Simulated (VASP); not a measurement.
# Sn (I4/mmm) in VASP: further runs

Sn is run at these levels: PBEsol+D3(BJ), PBE+D3(BJ), PBE+D4, BLYP, PBE; tasks: single point.

Program: VASP 6.6.1. These are calculated values, not measurements. Logs are shortened: lines on timing, memory, paths and dates and some standing lists are left out, and cuts for length are marked.

**1. The cell of the first run**

It takes space group I4/mmm (No. 139, tetragonal). Conventional cell: a = 3.910 Å, b = 3.910 Å, c = 3.279 Å, α = 90.00°, β = 90.00°, γ = 90.00°. Within 4.2 Å of Sn (site symmetry 4/mmm) lie 14 Sn at 3.21 to 3.91 Å.

**2. Single point, PBEsol+D3(BJ)**

INCAR

```
ALGO = Normal
EDIFF = 1E-7
ENCUT = 520
GGA = PS
ISIF = 2
ISMEAR = -1
IVDW = 12
LASPH = T
LCHARG = T
LELF = T
LREAL = F
LVHAR = T
LWAVE = F
NBANDS = 13
NELM = 80
PREC = Accurate
SIGMA = 0.05
```

KPOINTS

```
k-points
0
Gamma
  10 10 10
```

POSCAR

```
Sn
1.0
   -1.9552147503      1.9552147503      1.6392501574
    1.9552147503     -1.9552147503      1.6392501574
    1.9552147503      1.9552147503     -1.6392501574
Sn
1
Direct
    0.0000000000      0.0000000000      0.0000000000
```

Potentials or basis: VASP PAW PBE potentials, release 64 (Sn_d).

On the command line:

```console
$ cat potpaw_PBE.64/Sn_d/POTCAR > POTCAR
$ mpirun -np 1 vasp_std > vasp.out
```

OUTCAR:

```text
EDIFF = 1E-7
   ENCUT = 520
   GGA = PS
   ISIF = 2
   ISMEAR = -1
   IVDW = 12
   LASPH = T
   LREAL = F
   NELM = 80
   PREC = Accurate
 IVDW          = 12

 ion  position               nearest neighbor table
   1  0.000  0.000  0.000-

  LATTYP: Found a body centered tetragonal cell.
 ALAT       =     3.9104295006
 C/A-ratio  =     0.8383990337

  Lattice vectors:

 A1 = (  -1.9552147503,   1.9552147503,   1.6392501574)
 A2 = (   1.9552147503,  -1.9552147503,   1.6392501574)
 A3 = (   1.9552147503,   1.9552147503,  -1.6392501574)

Analysis of symmetry for initial positions (statically):
=====================================================================
 Subroutine PRICEL returns:
 Original cell was already a primitive cell.

 Routine SETGRP: Setting up the symmetry group for a
 body centered tetragonal supercell.

 Subroutine GETGRP returns: Found 16 space group operations
 (whereof 16 operations were pure point group operations)
 out of a pool of 16 trial point group operations.

The static configuration has the point symmetry D_4h.

Analysis of symmetry for dynamics (positions and initial velocities):
=====================================================================
 Subroutine PRICEL returns:
 Original cell was already a primitive cell.

 Routine SETGRP: Setting up the symmetry group for a
 body centered tetragonal supercell.

 Subroutine GETGRP returns: Found 16 space group operations
 (whereof 16 operations were pure point group operations)
 out of a pool of 16 trial point group operations.

The dynamic configuration has the point symmetry D_4h.

 Subroutine INISYM returns: Found 16 space group operations
 (whereof 16 operations are pure point group operations),
 and found     1 'primitive' translations

----------------------------------------------------------------------------------------

                                     Primitive cell

  volume of cell :      25.0665

  direct lattice vectors                    reciprocal lattice vectors
    -1.955214750  1.955214750  1.639250157     0.000000000  0.255726385  0.305017509
     1.955214750 -1.955214750  1.639250157     0.255726385  0.000000000  0.305017509
     1.955214750  1.955214750 -1.639250157     0.255726385  0.255726385  0.000000000

  length of vectors
     3.214478265  3.214478265  3.214478265     0.398034753  0.398034753  0.361651722

  position of ions in fractional coordinates (direct lattice)
[... 83 lines left out ...]
   ISIF   =      2    stress and relaxation
   ISYM   =      2    0-nonsym 1-usesym 2-fastsym
   POTIM  = 0.5000    time-step for ionic-motion
   TEBEG  =    0.0;   TEEND  =   0.0 temperature during run
   PSTRESS=    0.0 pullay stress
   NELECT =      14.0000    total number of electrons
   NUPDOWN=      -1.0000    fix difference up-down
   EMIN   =  10.00;   EMAX   =-10.00  energy-range for DOS
   EFERMI =   0.00;   METHOD = LEGACY
   ISMEAR =    -1;   SIGMA  =   0.05  broadening in eV -4-tet -1-fermi 0-gaus
   EFERMI_NEDOS =   21; number of points for ismear=-14 and -15
   IALGO  =     38    algorithm
   IMIX   =      4    mixing-type and parameters
     AMIX     =   0.40;   BMIX     =  1.00
     AMIX_MAG =   1.60;   BMIX_MAG =  1.00
  volume/ion in A,a.u.               =      25.07       169.16
  Fermi-wavevector in a.u.,A,eV,Ry     =   1.348195  2.547720 24.730363  1.817630
  Thomas-Fermi vector in A             =   2.475884
   LORBIT       =      0    0 simple, 1 ext, 2 COOP (PROOUT), +10 PAW based schemes
   GGA     = PS    functional components
   LHFCALC =     F    Hartree Fock is set to
   AEXX    =    0.0000 exact exchange contribution
   IVDW    =    12    specifies the selected vdW correction
   LEPSILON=     F    determine dielectric tensor
   LRPA    =     F    only Hartree local field effects (RPA)
 non-spin polarized calculation
  energy-cutoff  :      520.00
  volume of cell :       25.07
 maximum number of plane-waves:       694
   NGX = 11   NGY = 11   NGZ = 11

 number of electron      13.9999991 magnetization

 Free energy of the ion-electron system (eV)
  ---------------------------------------------------
  ext. energy  EPLUGINS =         0.00000000
  ---------------------------------------------------
  free energy    TOTEN  =        -4.22580294 eV

  energy without entropy =       -4.22128850  energy(sigma->0) =       -4.22354572

 E-fermi :   8.9159     XC(G=0): -10.8852

 val. band max:        8.8976088073   @ k =  -0.3000  -0.3000   0.3000
 cond. band min:       8.9159727803   @ k =  -0.2000   0.4000   0.1000
 fundamental gap:      0.0183639730
 Fermi energy:         8.9158570852

 k-point     1 :       0.0000    0.0000    0.0000
  band No.  band energies     occupation
      1     -12.6033      2.00000
      2     -12.5171      2.00000
      3     -12.5171      2.00000
      4     -12.4835      2.00000
      5     -12.3536      2.00000
      6      -2.7937      2.00000
      7      16.4881      0.00000
      8      16.4881      0.00000
      9      18.9950      0.00000
     10      19.9769      0.00000
     11      21.2268      0.00000
     12      21.5864      0.00000
     13      21.5864      0.00000
[... 354 lines left out ...]
  band No.  band energies     occupation
      1     -12.5757      2.00000
      2     -12.4692      2.00000
      3     -12.4331      2.00000
      4     -12.3899      2.00000
      5     -12.3623      2.00000
      6       2.8287      2.00000
      7       6.0785      2.00000
      8       7.5860      2.00000
      9      13.5827      0.00000
     10      18.7933      0.00000
     11      20.8227      0.00000
     12      25.1724      0.00000
     13      26.0736      0.00000

 [... further k-points ...]

------------------------ aborting loop because EDIFF is reached ----------------------------------------

 Edisp (eV)   -0.42366

 E8    (eV) :    -0.2989

  FORCE on cell =-STRESS in cart. coord.  units (eV):
  Direction    XX          YY          ZZ          XY          YZ          ZX
  --------------------------------------------------------------------------------------
  -------------------------------------------------------------------------------------
  Total      -0.01674    -0.01674    -0.00495     0.00000     0.00000     0.00000
  in kB      -1.06974    -1.06974    -0.31643     0.00000     0.00000     0.00000
  external pressure =       -0.82 kB  Pullay stress =        0.00 kB

 VOLUME and BASIS-vectors are now :
 -----------------------------------------------------------------------------
  energy-cutoff  :      520.00
  volume of cell :       25.07
      direct lattice vectors                 reciprocal lattice vectors
    -1.955214750  1.955214750  1.639250157     0.000000000  0.255726385  0.305017509
     1.955214750 -1.955214750  1.639250157     0.255726385  0.000000000  0.305017509
     1.955214750  1.955214750 -1.639250157     0.255726385  0.255726385  0.000000000

 POSITION                                       TOTAL-FORCE (eV/Angst)
 -----------------------------------------------------------------------------------
      0.00000      0.00000      0.00000        -0.000000      0.000000      0.000000
 -----------------------------------------------------------------------------------
    total drift:                                0.000000      0.000000      0.000000

  FREE ENERGIE OF THE ION-ELECTRON SYSTEM (eV)
  ---------------------------------------------------
  free  energy   TOTEN  =        -4.6494598666 eV

  energy  without entropy=       -4.6449454285  energy(sigma->0) =       -4.64720265
```

OSZICAR:

```text
N       E                     dE             d eps       ncg     rms          rms(c)
DAV:   1     0.792724556603E+02    0.79272E+02   -0.71334E+03  2710   0.168E+03
DAV:   2     0.979910978361E+00   -0.78293E+02   -0.75577E+02  2832   0.333E+02
DAV:   3    -0.414532218411E+01   -0.51252E+01   -0.51089E+01  3133   0.704E+01
DAV:   4    -0.424742273895E+01   -0.10210E+00   -0.10207E+00  3145   0.105E+01
DAV:   5    -0.425073902076E+01   -0.33163E-02   -0.33160E-02  3395   0.185E+00    0.160E+00
DAV:   6    -0.423211047793E+01    0.18629E-01   -0.18314E-02  3382   0.252E+00    0.858E-01
DAV:   7    -0.422616977203E+01    0.59407E-02   -0.10104E-02  3312   0.177E+00    0.131E-01
DAV:   8    -0.422580223279E+01    0.36754E-03   -0.76192E-04  3295   0.486E-01    0.211E-02
DAV:   9    -0.422580259250E+01   -0.35971E-06   -0.14198E-05  3651   0.456E-02    0.112E-02
DAV:  10    -0.422580289294E+01   -0.30045E-06   -0.81111E-07  3236   0.105E-02    0.983E-04
DAV:  11    -0.422580294074E+01   -0.47793E-07   -0.23750E-08  2041   0.229E-03
   1 F= -.46494599E+01 E0= -.46472026E+01  d E =-.451444E-02
```

Run time: 14 s. Hardware: 1 thread of Intel Xeon Platinum 8259CL at 2.50GHz (Skylake/Cascade Lake), shared host; peak memory 0.16 GiB.

Results:

```yaml
Free_energy: -4.6495 eV
Pressure: -0.1 GPa
Band_gap_on_the_k_mesh: zero (band 7 reaches 16.49 eV, above the bottom of band 8 at 6.56 eV)
Dispersion_energy_per_atom: -0.424 eV
```

Stress tensor (GPa, compression positive):
```
-0.11  0.00  0.00
 0.00 -0.11  0.00
 0.00  0.00 -0.03
```

Levels at points of the mesh, in eV from the Fermi level:
```
           k point  band 3  band 4  band 5  band 6  band 7  band 8  band 9  band 10  band 11  band 12
(0.00, 0.00, 0.00)  -21.43  -21.40  -21.27  -11.71    7.57    7.57   10.08    11.06    12.31    12.67
(0.50, 0.00, 0.00)  -21.32  -21.25  -21.20   -5.91   -4.63    3.34    4.69     7.71     7.74    14.41
(0.50, 0.50, 0.00)  -21.38  -21.32  -21.21   -7.36   -5.14    5.93    8.05    10.72    11.01    12.53
(0.50, 0.50, 0.50)  -21.23  -21.23  -21.19   -2.86   -1.64   -1.64    2.21     3.05     5.92    19.25
```

Caveat: the PAW data sets were made with another functional, which shifts forces and pressure a little; spin-orbit coupling is left out, which moves the levels of the heavy elements; pairwise dispersion overbinds metals, which lowers pressure and volume.

(Continued in part 2 of 3.)
